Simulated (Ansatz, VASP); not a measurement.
**Two plane-wave programs on Ga3BAs4**

```xyz
8
Lattice="6.3831 -1.9227 0.0214 6.3831 1.9227 0.0214 -1.1386 0.0000 6.6060" Properties=species:S:1:pos:R:3 pbc="T T T"
B    -0.0093    0.0000   -0.0336
Ga    5.8034    0.0000    3.3325
Ga    2.3721    0.0000    5.0457
Ga    9.2600    0.0000    1.6005
As    6.8755    0.0000    1.0548
As   -0.0570    0.0000    4.7508
As    9.5619    0.0000    6.2678
As    3.4140    0.0000    2.8929
```

Alike in both runs: task single point; functional r2SCAN; k mesh 8 × 8 × 4; no spin polarisation.

|  | VASP | Ansatz |
| --- | --- | --- |
| version | VASP 6.6.1 | Ansatz 0.2.0 |
| potentials or method | VASP PAW PBE potentials, release 64 (B, Ga_d, As) | plane waves, PAW |
| plane-wave cutoff (eV) | 520 | 500 |
| occupations | gaussian, width 0.01 eV | fixed |
| valence electrons in the cell | 62 | 102 |

```csv
,VASP,Ansatz,Ansatz less VASP
gap on the k mesh at the Fermi level (eV),0.67,0.67,+0.007
pressure (GPa),0.1,0.0,-0.11
"traceless stress, the component that is largest in VASP (GPa)",-0.08,-0.07,+0.005
rms of the force components (eV/Å),0.004,0.002,-0.0018
```

VASP's potentials were made for PBE, not for r2SCAN. Atom by atom the forces differ by 0.004 eV/Å (rms over components). VASP's potentials hold 62 valence electrons a cell and Ansatz's 102, so a difference there can come from the potentials and not from the codes.
